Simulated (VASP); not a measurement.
Wanted: the native input for a VASP 6.6.1 run.

```yaml
Task: single point
Functional: PBE
Potentials_or_basis: VASP PAW PBE potentials, release 64 (Ag)
Cutoff: 520 eV
k_mesh: 10 × 10 × 10
Occupations: gaussian, width 0.15 eV
Spin: no spin polarisation
Dipole_correction: no
Further_INCAR_settings: ALGO = Fast; EDIFF = 1e-07; NBANDS = 12
```

The structure of Ag lies in POSCAR:

```
Ag
1.0
    0.0000000000      2.0124535000      1.9818070000
    2.0124535000      0.0000000000      1.9818070000
    2.0124535000      2.0124535000      0.0000000000
Ag
1
Direct
    0.0000000000      0.0000000000      0.0000000000
```

This cell differs from its parent crystal: strain -0.015 along x and y, -0.030 along z.

The input as run:

INCAR

```
ALGO = Fast
EDIFF = 1E-7
ENCUT = 520
GGA = PE
ISIF = 2
ISMEAR = 0
LASPH = T
LCHARG = F
LREAL = F
LWAVE = F
NBANDS = 12
NELM = 60
PREC = Accurate
SIGMA = 0.15
```

KPOINTS

```
k-points
0
Gamma
  10 10 10
```

Potentials or basis: VASP PAW PBE potentials, release 64 (Ag).

The run is started by

```console
$ cat potpaw_PBE.64/Ag/POTCAR > POTCAR
$ mpirun -np 1 vasp_std > vasp.out
```

It gave:

```json
{
  "Pressure": "13.2 GPa"
}
```

Caveat: the cell differs from its parent crystal (strain -0.015 along x and y, -0.030 along z).

Run time: 28 s on 1 thread of Intel Xeon 8259CL, with other jobs on the host, peak memory 0.15 GiB.
